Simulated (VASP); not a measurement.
Write the native input for VASP 6.6.1 that does the following.

```
Task                   : relaxation of cell and atoms
Functional             : PBE
Potentials or basis    : VASP PAW PBE potentials, release 64 (H, Mo_sv)
Cutoff                 : 600 eV
k mesh                 : 4 × 4 × 6
Occupations            : gaussian, width 0.1 eV
Spin                   : no spin polarisation
Dipole correction      : no
Further INCAR settings : ALGO = Normal; EDIFF = 1e-06; IBRION = 2; EDIFFG = -0.04; NSW = 90; ISIF = 3
```

The structure of MoH3 lies in POSCAR:

```
MoH3
1.0
    4.7824109500      0.0000000000      0.0000000000
    0.0000000000      4.7824109500      0.0000000000
    0.0000000000      0.0000000000      3.4061414300
H Mo
6 2
Direct
    0.7630860100      0.2630860100      0.0000000000
    0.2369139900      0.7369139900      0.0000000000
    0.2630860100      0.2369139900      0.0000000000
    0.7369139900      0.7630860100      0.0000000000
    0.5000000000      0.5000000000      0.5000000000
    0.0000000000      0.0000000000      0.5000000000
    0.0000000000      0.5000000000      0.5000000000
    0.5000000000      0.0000000000      0.5000000000
```

These files were run (other wordings do the same):

INCAR

```
PREC = Accurate
ENCUT = 600
EDIFF = 1E-6
ISMEAR = 0
SIGMA = 0.1
LREAL = F
LASPH = T
NELM = 60
ALGO = Normal
ISIF = 3
LWAVE = F
LCHARG = F
GGA = PE
IBRION = 2
NSW = 90
EDIFFG = -0.04
```

KPOINTS

```
Automatic mesh
0
Gamma
  4 4 6
```

Potentials or basis: VASP PAW PBE potentials, release 64 (H, Mo_sv).

The run is started by

```console
$ cat potpaw_PBE.64/H/POTCAR potpaw_PBE.64/Mo_sv/POTCAR > POTCAR
$ mpirun -np 1 vasp_std > vasp.out
```

Results of the run:

```
Relaxed volume                         : 6.15 Å³/atom
Relaxed cell                           : a = 4.080 Å, b = 4.080 Å, c = 2.953 Å, α = 90.00°, β = 90.00°, γ = 90.00°
Space group after relaxing (to 0.05 Å) : P4/mmm (No. 123)
Energy gained by relaxing              : 591.7 meV/atom
Ionic steps                            : 10
Pressure after relaxing                : 0.0 GPa
Largest force after relaxing           : 0.005 eV/Å
Band gap on the k mesh                 : zero (band 17 reaches 10.13 eV, above the bottom of band 18 at 8.35 eV)
```

Caveat: the volume moved by over 15 % at a fixed basis, so the end points are rough.

Run time: 4.9 min on 1 thread of Intel(R) Xeon(R) Platinum 8259CL CPU @ 2.50GHz (Skylake/Cascade Lake) (shared host), peak memory 0.23 GiB.
